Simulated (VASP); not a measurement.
# Pd (Im-3m) in VASP: a series of runs, part 3 of 3

VASP 6.6.1. Earlier steps stand in the parts before.

**6. Relaxation of cell and atoms, PBEsol, target pressure 20 GPa, at which the enthalpy is minimised**

This run uses another cell than the first one, of 15.55 Å³/atom, 1.086 times its volume.

Input file INCAR:

```
SYSTEM = Pd
  ALGO = Normal
  EDIFF = 1E-7
  EDIFFG = -0.005
  ENCUT = 600
  GGA = PS
  IBRION = 2
  ISIF = 3
  ISMEAR = -1
  LASPH = .True.
  LCHARG = .False.
  LREAL = .False.
  LWAVE = .False.
  NELM = 100
  NSW = 80
  PREC = Accurate
  PSTRESS = 200.0
  SIGMA = 0.05
```

Input file KPOINTS:

```
k-points
0
Gamma
  12 12 12
  0 0 0
```

Input file POSCAR:

```
Pd
1.0
   -1.5722810000      1.5722810000      1.5722810000
    1.5722810000     -1.5722810000      1.5722810000
    1.5722810000      1.5722810000     -1.5722810000
Pd
1
Direct
    0.0000000000      0.0000000000      0.0000000000
```

Potentials or basis: VASP PAW PBE potentials, release 64 (Pd).

Launch:

```bash
cat potpaw_PBE.64/Pd/POTCAR > POTCAR
mpirun -np 1 vasp_std > vasp.out
```

OUTCAR:

```text
SYSTEM = Pd
   EDIFF = 1E-7
   EDIFFG = -0.005
   ENCUT = 600
   GGA = PS
   IBRION = 2
   ISIF = 3
   ISMEAR = -1
   LASPH = .True.
   LREAL = .False.
   NELM = 100
   NSW = 80
   PREC = Accurate
   PSTRESS = 200.0

 ion  position               nearest neighbor table
   1  0.000  0.000  0.000-

  LATTYP: Found a body centered cubic cell.
 ALAT       =     3.1445620000

  Lattice vectors:

 A1 = (  -1.5722810000,   1.5722810000,   1.5722810000)
 A2 = (   1.5722810000,  -1.5722810000,   1.5722810000)
 A3 = (   1.5722810000,   1.5722810000,  -1.5722810000)

Analysis of symmetry for initial positions (statically):
=====================================================================
 Subroutine PRICEL returns:
 Original cell was already a primitive cell.

 Routine SETGRP: Setting up the symmetry group for a
 body centered cubic supercell.

 Subroutine GETGRP returns: Found 48 space group operations
[... 9 lines left out ...]

 Routine SETGRP: Setting up the symmetry group for a
 body centered cubic supercell.

 Subroutine GETGRP returns: Found 48 space group operations
[... 11 lines left out ...]
                                     Primitive cell

  volume of cell :      15.5471

  direct lattice vectors                    reciprocal lattice vectors
    -1.572281000  1.572281000  1.572281000     0.000000000  0.318009313  0.318009313
     1.572281000 -1.572281000  1.572281000     0.318009313  0.000000000  0.318009313
     1.572281000  1.572281000 -1.572281000     0.318009313  0.318009313  0.000000000

  length of vectors
     2.723270576  2.723270576  2.723270576     0.449733083  0.449733083  0.449733083

  position of ions in fractional coordinates (direct lattice)
     0.000000000  0.000000000  0.000000000

  ion indices of the primitive-cell ions
   primitive index   ion index
                 1           1

----------------------------------------------------------------------------------------

 KPOINTS: k-points

Automatic generation of k-mesh.
 Grid dimensions read from file:
 generate k-points for:   12   12   12

 Generating k-lattice:

  Cartesian coordinates                     Fractional coordinates (reciprocal lattice)
     0.000000000  0.026500776  0.026500776     0.083333333  0.000000000  0.000000000
     0.026500776  0.000000000  0.026500776     0.000000000  0.083333333  0.000000000
     0.026500776  0.026500776  0.000000000     0.000000000  0.000000000  0.083333333

  Length of vectors
     0.037477757  0.037477757  0.037477757

  Shift w.r.t. Gamma in fractional coordinates (k-lattice)
     0.000000000  0.000000000  0.000000000

 Subroutine IBZKPT returns following result:
 ===========================================

 Found     72 irreducible k-points:

 Following reciprocal coordinates:
            Coordinates               Weight
  0.000000  0.000000  0.000000      1.000000
  0.083333  0.000000  0.000000     12.000000
  0.166667  0.000000  0.000000     12.000000
  0.250000  0.000000  0.000000     12.000000
  0.333333  0.000000  0.000000     12.000000
  0.416667  0.000000  0.000000     12.000000
[... 16 lines left out ...]
  0.333333  0.083333  0.083333     24.000000
  0.416667  0.083333  0.083333     12.000000
 [... further k-points ...]
   k-points           NKPTS =     72   k-points in BZ     NKDIM =     72   number of bands    NBANDS=      9
   number of dos      NEDOS =    301   number of ions     NIONS =      1
   total plane-waves  NPLWV =  13824
   dimension x,y,z NGX =    24 NGY =   24 NGZ =   24
   dimension x,y,z NGXF=    48 NGYF=   48 NGZF=   48
   ions per type =               1
   NGX,Y,Z   is equivalent  to a cutoff of  14.65, 14.65, 14.65 a.u.
   NGXF,Y,Z  is equivalent  to a cutoff of  29.30, 29.30, 29.30 a.u.
 SYSTEM =  Pd
   PREC   = accura    normal or accurate (medium, high low for compatibility)
   ISTART =      0    job   : 0-new  1-cont  2-samecut
   ICHARG =      2    charge: 1-file 2-atom 10-const
   ISPIN  =      1    spin polarized calculation?
   LNONCOLLINEAR =      F non collinear calculations
   LSORBIT =      F    spin-orbit coupling
   LASPH  =      T    aspherical Exc in radial PAW
   ENCUT  =  600.0 eV  44.10 Ry    6.64 a.u.   5.44  5.44  5.44*2*pi/ulx,y,z
   NELM   =    100;   NELMIN=  2; NELMDL= -5     # of ELM steps
   EDIFF  = 0.1E-06   stopping-criterion for ELM
   LREAL  =      F    real-space projection
   EDIFFG = -.5E-02   stopping-criterion for IOM
   NSW    =     80    number of steps for IOM
   IBRION =      2    ionic relax: 0-MD 1-quasi-New 2-CG
   NFREE  =      1    steps in history (QN), initial steepest desc. (CG)
   ISIF   =      3    stress and relaxation
   ISYM   =      2    0-nonsym 1-usesym 2-fastsym
   POTIM  = 0.5000    time-step for ionic-motion
   TEBEG  =    0.0;   TEEND  =   0.0 temperature during run
   PSTRESS=  200.0 pullay stress
   NELECT =      10.0000    total number of electrons
   NUPDOWN=      -1.0000    fix difference up-down
   EMIN   =  10.00;   EMAX   =-10.00  energy-range for DOS
   EFERMI =   0.00;   METHOD = LEGACY
   ISMEAR =    -1;   SIGMA  =   0.05  broadening in eV -4-tet -1-fermi 0-gaus
   EFERMI_NEDOS =   21; number of points for ismear=-14 and -15
   IALGO  =     38    algorithm
   IMIX   =      4    mixing-type and parameters
     AMIX     =   0.40;   BMIX     =  1.00
     AMIX_MAG =   1.60;   BMIX_MAG =  1.00
  volume/ion in A,a.u.               =      15.55       104.92
  Fermi-wavevector in a.u.,A,eV,Ry     =   1.413160  2.670485 27.171123  1.997021
  Thomas-Fermi vector in A             =   2.534834
   LORBIT       =      0    0 simple, 1 ext, 2 COOP (PROOUT), +10 PAW based schemes
   GGA     = PS    functional components
   LHFCALC =     F    Hartree Fock is set to
   AEXX    =    0.0000 exact exchange contribution
   IVDW    =     0    specifies the selected vdW correction
   LEPSILON=     F    determine dielectric tensor
   LRPA    =     F    only Hartree local field effects (RPA)
 conjugate gradient relaxation of ions
 non-spin polarized calculation
  energy-cutoff  :      600.00
  volume of cell :       15.55
 maximum number of plane-waves:       539
 NGX is ok and might be reduce to    24
   NGX = 11   NGY = 11   NGZ = 11

--------------------------------------- Ionic step        1  -------------------------------------------

 number of electron      10.0000002 magnetization

 Free energy of the ion-electron system (eV)
  ---------------------------------------------------
  ext. energy  EPLUGINS =         0.00000000
  ---------------------------------------------------
  free energy    TOTEN  =        -5.88474951 eV

  energy without entropy =       -5.87432243  energy(sigma->0) =       -5.87953597

 E-fermi :   8.7337     XC(G=0): -13.0510

 val. band max:        8.7266725592   @ k =  -0.4167   0.4167   0.4167
 cond. band min:       8.8111299717   @ k =  -0.4167   0.4167   0.2500
 fundamental gap:      0.0844574125
 Fermi energy:         8.7337422092

 k-point     1 :       0.0000    0.0000    0.0000
  band No.  band energies     occupation
      1       1.9273      2.00000
      2       6.0115      2.00000
      3       6.0115      2.00000
      4       6.0115      2.00000
      5       7.8806      2.00000
      6       7.8806      2.00000
      7      27.9593      0.00000
      8      27.9593      0.00000
      9      27.9593      0.00000

 k-point     2 :       0.0833    0.0000    0.0000
  band No.  band energies     occupation
      1       2.1805      2.00000
      2       5.9286      2.00000
      3       6.0146      2.00000
      4       6.1877      2.00000
      5       7.7869      2.00000
      6       7.8869      2.00000
      7      27.7309      0.00000
      8      27.9688      0.00000
      9      28.2512      0.00000
[... 403 lines left out ...]
  FREE ENERGIE OF THE ION-ELECTRON SYSTEM (eV)
  ---------------------------------------------------
  free  energy   TOTEN  =        -5.8608815759 eV

  energy  without entropy=       -5.8527876159  energy(sigma->0) =       -5.85683460

  enthalpy is  TOTEN    =        -4.1653158368 eV   P V=        1.6955657391

--------------------------------------- Ionic step        5  -------------------------------------------

 number of electron      10.0000001 magnetization

 Free energy of the ion-electron system (eV)
  ---------------------------------------------------
  ext. energy  EPLUGINS =         0.00000000
  ---------------------------------------------------
  free energy    TOTEN  =        -5.85128202 eV

  energy without entropy =       -5.84325695  energy(sigma->0) =       -5.84726948

 E-fermi :  11.1434     XC(G=0): -13.9310

 val. band max:       11.1380978917   @ k =  -0.2500   0.2500   0.1667
 cond. band min:      11.1507469614   @ k =  -0.4167   0.4167   0.3333
 fundamental gap:      0.0126490697
 Fermi energy:        11.1433537064

 k-point     1 :       0.0000    0.0000    0.0000
  band No.  band energies     occupation
      1       3.2474      2.00000
      2       7.7690      2.00000
      3       7.7690      2.00000
      4       7.7690      2.00000
      5      10.0759      2.00000
      6      10.0759      2.00000
      7      30.6577      0.00000
      8      30.6577      0.00000
      9      30.6577      0.00000

 k-point     2 :       0.0833    0.0000    0.0000
  band No.  band energies     occupation
      1       3.5341      2.00000
      2       7.6630      2.00000
      3       7.7699      2.00000
      4       7.9866      2.00000
      5       9.9518      2.00000
      6      10.0839      2.00000
      7      30.6184      0.00000
      8      30.7235      0.00000
      9      31.0402      0.00000
[... 286 lines left out ...]
 POSITION                                       TOTAL-FORCE (eV/Angst)
 -----------------------------------------------------------------------------------
      0.00000      0.00000      0.00000         0.000000     -0.000000      0.000000
 -----------------------------------------------------------------------------------
    total drift:                               -0.000000      0.000000      0.000000

  FREE ENERGIE OF THE ION-ELECTRON SYSTEM (eV)
  ---------------------------------------------------
  free  energy   TOTEN  =        -5.8512820201 eV

  energy  without entropy=       -5.8432569477  energy(sigma->0) =       -5.84726948

  enthalpy is  TOTEN    =        -4.1657591833 eV   P V=        1.6855228368

 reached required accuracy - stopping structural energy minimisation
```

OSZICAR:

```text
N       E                     dE             d eps       ncg     rms          rms(c)
DAV:   1     0.437896018298E+02    0.43790E+02   -0.57601E+03  1296   0.117E+03
DAV:   2    -0.583340553044E+01   -0.49623E+02   -0.48260E+02  1388   0.206E+02
DAV:   3    -0.624033165797E+01   -0.40693E+00   -0.40652E+00  1507   0.226E+01
[... 42 lines left out ...]
DAV:   1    -0.585540142093E+01    0.54802E-02   -0.83480E-02  1309   0.335E+00    0.467E-01
DAV:   2    -0.585130360262E+01    0.40978E-02   -0.18413E-02  1308   0.129E+00    0.114E-01
DAV:   3    -0.585127151800E+01    0.32085E-04   -0.17056E-04  1520   0.105E-01    0.657E-02
DAV:   4    -0.585128196916E+01   -0.10451E-04   -0.52395E-05  1381   0.592E-02    0.418E-03
DAV:   5    -0.585128202008E+01   -0.50923E-07   -0.27359E-07  1395   0.544E-03
   5 F= -.41657592E+01 E0= -.41617466E+01  d E =-.221761E+00
```

Wall time 79 s (1 thread of AMD EPYC 7R13, shared host); peak memory 0.13 GiB.

What came out:

| Item | Value |
| --- | --- |
| Free energy | -5.8513 eV |
| Relaxed volume | 13.50 Å³/atom |
| Relaxed cell | a = 2.598 Å, b = 2.598 Å, c = 2.598 Å, α = 109.47°, β = 109.47°, γ = 109.47° |
| Space group after relaxing (to 0.05 Å) | Im-3m (No. 229) |
| Energy change on relaxing (the enthalpy is what falls) | +33.5 meV/atom |
| Ionic steps | 5 |
| Pressure after relaxing | 20.0 GPa |
| Band gap on the k mesh | zero (band 5 reaches 11.92 eV, above the bottom of band 6 at 9.94 eV) |

The path:
| step | energy change (eV) | largest force (eV/Å) | pressure (GPa) | volume (Å³) |
| --- | --- | --- | --- | --- |
| 1 | 0.0000 | 0.0000 | -10.29 | 15.55 |
| 2 | 2.2374 | 0.0000 | 226.78 | 9.83 |
| 3 | 0.0110 | 0.0000 | 15.69 | 13.70 |
| 4 | 0.0239 | 0.0000 | 18.25 | 13.58 |
| 5 | 0.0335 | 0.0000 | 19.97 | 13.50 |

Final structure:
```
CELL_PARAMETERS angstrom
-1.50009 1.50009 1.50009
1.50009 -1.50009 1.50009
1.50009 1.50009 -1.50009
ATOMIC_POSITIONS crystal
Pd 0.00000 0.00000 0.00000
```

Levels at points of the mesh, in eV from the Fermi level:
```csv
k point,band 3,band 4,band 5,band 6,band 7,band 8
"(0.00, 0.00, 0.00)",-3.37,-3.37,-1.07,-1.07,19.51,19.51
"(0.50, 0.00, 0.00)",-1.14,-0.77,0.78,1.19,8.76,15.30
"(0.50, 0.50, 0.50)",0.32,0.32,0.32,9.54,9.54,9.54
```

Caveat: the cell is relaxed towards a set pressure, so the enthalpy falls and the energy may rise; the PAW data sets were made with another functional, which shifts forces and pressure a little.

**7. Summary**

```tsv
task	cell	cutoff (eV)	gap on the mesh (eV)	pressure (GPa)
single point	a = 2.649 Å, angles 109.5°, 1 atom	520	none	4.6
relaxation of cell and atoms	relaxed from a = 2.723 Å, angles 109.5°, 1 atom	600	none	0.0
relaxation of cell and atoms	relaxed to 5 GPa from a = 2.723 Å, angles 109.5°, 1 atom	600	none	5.0
relaxation of cell and atoms	relaxed to 10 GPa from a = 2.723 Å, angles 109.5°, 1 atom	600	none	10.0
relaxation of cell and atoms	relaxed to 20 GPa from a = 2.723 Å, angles 109.5°, 1 atom	600	none	20.0
```

Alike in all rows: level PBEsol; potentials or basis VASP PAW PBE potentials, release 64 (Pd); no spin polarisation; k mesh 12 × 12 × 12; smearing fermi-dirac 0.05 eV.

Caveats: the PAW data sets were made with another functional, which shifts forces and pressure a little; the cell is relaxed towards a set pressure, so the enthalpy falls and the energy may rise (some runs).

Absolute energies hang on the potentials; compare differences alone.
